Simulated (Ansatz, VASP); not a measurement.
**InSe in VASP and in Ansatz**

```
Se In
1.0
     3.89200    0.00000    0.00000
    -1.94600    3.37057    0.00000
     0.00000    0.00000   36.71996
Se In
2 2
Direct
  0.00000 0.00000 0.42983
  0.00000 0.00000 0.57014
  0.66667 0.33333 0.46358
  0.66667 0.33333 0.53639
```

Alike in both runs: task single point; functional PBE; dispersion D3(BJ); k mesh 9 × 9 × 1; occupations gaussian, width 0.02 eV; no spin polarisation.

|  | VASP | Ansatz |
| --- | --- | --- |
| version | VASP 6.6.1 | Ansatz 0.2.0 |
| potentials or method | VASP PAW PBE potentials, release 64 (Se, In_d), cutoff 520 eV | scalar-relativistic, plane waves, PAW |
| valence electrons in the cell | 38 | 58 |

VASP gave:

```
gap on the k mesh at the Fermi level (eV) : 1.98
least direct gap on the mesh (eV)         : 2.09
rms of the force components (eV/Å)        : 0.445
```

Task: Estimate Ansatz's values.

Result: gap on the k mesh at the Fermi level (eV): 2.00; least direct gap on the mesh (eV): 2.10; rms of the force components (eV/Å): 0.435.

VASP's potentials hold 38 valence electrons a cell and Ansatz's 58, so a difference there can come from the potentials and not from the codes. Ansatz's warnings: structure snapped to symmetry.
